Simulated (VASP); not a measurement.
# As in VASP: single point with PBE+D3(BJ)

Aim: the single point of As with PBE+D3(BJ).

Everything below comes from runs of VASP 6.6.1. Logs are shortened: lines on timing, memory, paths and dates and some standing lists are left out, and cuts for length are marked.

## Step 1: The cell of the first run

The cell holds a slab with vacuum, 4 atoms: a = 3.571 Å, b = 3.571 Å, c = 20.295 Å, α = 90.00°, β = 90.00°, γ = 120.00°.

## Step 2: Single point, PBE+D3(BJ) (layers slid over each other, then relaxed in part)

File INCAR:

```
PREC     = Accurate       # precision mode
ENCUT    = 400            # plane-wave cutoff, eV
EDIFF    = 1E-6           # SCF threshold, eV
ISMEAR   = 0              # smearing method
SIGMA    = 0.05           # smearing width, eV
LREAL    = F              # projectors in reciprocal space
LASPH    = T              # aspherical terms in the spheres
NELM     = 120            # most SCF steps
ALGO     = Normal         # electronic algorithm
ISIF     = 2              # what is computed and relaxed
LWAVE    = F              # write WAVECAR
LCHARG   = F              # write CHGCAR
LDIPOL   = T            
IDIPOL   = 3            
DIPOL    = 0.5 0.5 0.367
GGA      = PE             # functional
IVDW     = 12             # dispersion correction
NBANDS   = 38             # bands
GGA_COMPAT= F            
NELMDL   = -8
```

File KPOINTS:

```
Automatic mesh
0
Gamma
  9 9 1
```

File POSCAR:

```
As
1.0
    3.5713375816      0.0000000000      0.0000000000
   -1.7856687908      3.0928690711      0.0000000000
    0.0000000000      0.0000000000     20.2952790253
As
4
Direct
    0.3333333333      0.6666666667      0.2905522668
    0.6666666667      0.3333333333      0.2217264416
    0.1666666667      1.6666666667      0.5130705709
    0.5000000000      1.3333333333      0.4442462673
```

Potentials or basis: VASP PAW PBE potentials, release 64 (As_d).

Launch:

```bash
> cat potpaw_PBE.64/As_d/POTCAR > POTCAR
> mpirun -np 1 vasp_std > vasp.out
```

OUTCAR:

```text
PREC = Accurate
   ENCUT = 400
   EDIFF = 1E-6
   ISMEAR = 0
   LREAL = F
   LASPH = T
   NELM = 120
   ISIF = 2
   GGA = PE
   IVDW = 12
   NELMDL = -8
 IVDW          = 12

 ion  position               nearest neighbor table
   1  0.333  0.667  0.291-   2 2.49   2 2.49   2 2.49
   2  0.667  0.333  0.222-   1 2.49   1 2.49   1 2.49
   3  0.167  0.667  0.513-   4 2.49   4 2.49   4 2.49
   4  0.500  0.333  0.444-   3 2.49   3 2.49   3 2.49

  LATTYP: Found a hexagonal cell.
 ALAT       =     3.5713375816
 C/A-ratio  =     5.6828229092

  Lattice vectors:

 A1 = (   3.5713375816,   0.0000000000,   0.0000000000)
 A2 = (  -1.7856687908,   3.0928690711,   0.0000000000)
 A3 = (   0.0000000000,   0.0000000000,  20.2952790253)

Analysis of symmetry for initial positions (statically):
=====================================================================
 Subroutine PRICEL returns:
 Original cell was already a primitive cell.

 Routine SETGRP: Setting up the symmetry group for a
 hexagonal supercell.

 Subroutine GETGRP returns: Found  2 space group operations
 (whereof  1 operations were pure point group operations)
 out of a pool of 24 trial point group operations.

The static configuration has the point symmetry C_1 .
 The point group associated with its full space group is S_2 .

Analysis of symmetry for dynamics (positions and initial velocities):
=====================================================================
 Subroutine PRICEL returns:
 Original cell was already a primitive cell.

 Routine SETGRP: Setting up the symmetry group for a
 hexagonal supercell.

 Subroutine GETGRP returns: Found  2 space group operations
 (whereof  1 operations were pure point group operations)
 out of a pool of 24 trial point group operations.

The dynamic configuration has the point symmetry C_1 .
 The point group associated with its full space group is S_2 .

 Subroutine INISYM returns: Found  2 space group operations
 (whereof  1 operations are pure point group operations),
 and found     1 'primitive' translations

----------------------------------------------------------------------------------------

                                     Primitive cell

  volume of cell :     224.1751

  direct lattice vectors                    reciprocal lattice vectors
     3.571337582  0.000000000  0.000000000     0.280007134  0.161662194  0.000000000
    -1.785668791  3.092869071  0.000000000     0.000000000  0.323324388  0.000000000
     0.000000000  0.000000000 20.295279025     0.000000000  0.000000000  0.049272543
[... 96 lines left out ...]
   POTIM  = 0.5000    time-step for ionic-motion
   TEBEG  =    0.0;   TEEND  =   0.0 temperature during run
   PSTRESS=    0.0 pullay stress
   NELECT =      60.0000    total number of electrons
   NUPDOWN=      -1.0000    fix difference up-down
   EMIN   =  10.00;   EMAX   =-10.00  energy-range for DOS
   EFERMI =   0.00;   METHOD = LEGACY
   ISMEAR =     0;   SIGMA  =   0.05  broadening in eV -4-tet -1-fermi 0-gaus
   EFERMI_NEDOS =   21; number of points for ismear=-14 and -15
   IALGO  =     38    algorithm
   IMIX   =      4    mixing-type and parameters
     AMIX     =   0.40;   BMIX     =  1.00
     AMIX_MAG =   1.60;   BMIX_MAG =  1.00
  volume/ion in A,a.u.               =      56.04       378.20
  Fermi-wavevector in a.u.,A,eV,Ry     =   1.055025  1.993708 15.144343  1.113078
  Thomas-Fermi vector in A             =   2.190208
   LORBIT       =      0    0 simple, 1 ext, 2 COOP (PROOUT), +10 PAW based schemes
   GGA     = PE    functional components
   LHFCALC =     F    Hartree Fock is set to
   AEXX    =    0.0000 exact exchange contribution
   IVDW    =    12    specifies the selected vdW correction
   LEPSILON=     F    determine dielectric tensor
   LRPA    =     F    only Hartree local field effects (RPA)
 non-spin polarized calculation
 Gauss-broadening in eV      SIGMA  =   0.05
  energy-cutoff  :      400.00
  volume of cell :      224.18
 maximum number of plane-waves:      4093
   NGX = 11   NGY = 11   NGZ = 67

 dipolmoment           0.000000      0.000000      0.000020 electrons x Angstroem

 number of electron      60.0000041 magnetization

 dipolmoment           0.000000      0.000000     -0.000192 electrons x Angstroem

 Free energy of the ion-electron system (eV)
  ---------------------------------------------------
  ext. energy  EPLUGINS =         0.00000000
  ---------------------------------------------------
  free energy    TOTEN  =       -18.65458460 eV

  energy without entropy =      -18.65458460  energy(sigma->0) =      -18.65458460

 E-fermi :  -1.5425     XC(G=0):  -4.8975

 val. band max:       -1.7929902378   @ k =   0.1111  -0.0000   0.0000
 cond. band min:      -1.0003307902   @ k =   0.3333   0.0000   0.0000
 fundamental gap:      0.7926594476
 Fermi energy:        -1.5425055565

 k-point     1 :       0.0000    0.0000    0.0000
  band No.  band energies     occupation
      1     -37.3718      2.00000
      2     -37.3705      2.00000
      3     -37.3697      2.00000
      4     -37.3683      2.00000
      5     -37.3309      2.00000
      6     -37.3290      2.00000
[... 973 lines left out ...]
     37       4.3071      0.00000
     38       4.9150      0.00000

 [... further k-points ...]

------------------------ aborting loop because EDIFF is reached ----------------------------------------

 vacuum level on the upper side and lower side of the slab       (xc-potential included)        -0.144        -0.142

 Edisp (eV)   -1.11551

 E8    (eV) :    -0.4878

  FORCE on cell =-STRESS in cart. coord.  units (eV):
  Direction    XX          YY          ZZ          XY          YZ          ZX
  --------------------------------------------------------------------------------------
  -------------------------------------------------------------------------------------
  Total       0.06041     0.20135    -0.07830    -0.02793    -0.14916     0.30681
  in kB       0.43178     1.43907    -0.55963    -0.19962    -1.06603     2.19280
  external pressure =        0.44 kB  Pullay stress =        0.00 kB

 VOLUME and BASIS-vectors are now :
 -----------------------------------------------------------------------------
  energy-cutoff  :      400.00
  volume of cell :      224.18
      direct lattice vectors                 reciprocal lattice vectors
     3.571337582  0.000000000  0.000000000     0.280007134  0.161662194  0.000000000
    -1.785668791  3.092869071  0.000000000     0.000000000  0.323324388  0.000000000
     0.000000000  0.000000000 20.295279025     0.000000000  0.000000000  0.049272543

 POSITION                                       TOTAL-FORCE (eV/Angst)
 -----------------------------------------------------------------------------------
     -0.00000      2.06191      5.89684        -0.038305      0.021965      0.023843
      1.78567      1.03096      4.50000        -0.031774      0.013631     -0.022070
     -0.59522      2.06191     10.41291         0.031774     -0.013631      0.022070
      1.19045      1.03096      9.01610         0.038305     -0.021965     -0.023843
 -----------------------------------------------------------------------------------
    total drift:                                0.000092     -0.000067     -0.044295

  FREE ENERGIE OF THE ION-ELECTRON SYSTEM (eV)
  ---------------------------------------------------
  free  energy   TOTEN  =       -19.7700920860 eV

  energy  without entropy=      -19.7700920860  energy(sigma->0) =      -19.77009209

 vacuum level on the upper side and lower side of the slab         3.010         3.012
```

stdout:

```text
POSCAR found type information on POSCAR As
 POSCAR found :  1 types and       4 ions
 scaLAPACK will be used
 LDA part: xc-table for (Slater+PW92), standard interpolation
 POSCAR, INCAR and KPOINTS ok, starting setup
 FFT: planning ... GRIDC
 FFT: planning ... GRID_SOFT
 FFT: planning ... GRID
 WAVECAR not read
 entering main loop
```

Wall time 10 min (1 thread of AMD EPYC 7R43 (Zen 3), shared host); peak memory 0.33 GiB.

Results:

```
Free energy                : -19.7701 eV
Largest force              : 0.050 eV/Å
Band gap on the k mesh     : 0.79 eV (least direct gap 1.47 eV)
Dispersion energy per atom : -0.279 eV
```

Forces on the atoms (eV/Å):
```
As  -0.038  0.022  0.024
As  -0.032  0.014 -0.022
As   0.032 -0.014  0.022
As   0.038 -0.022 -0.024
```

Caveat: the cell differs from its parent crystal (layers slid over each other, then relaxed in part).
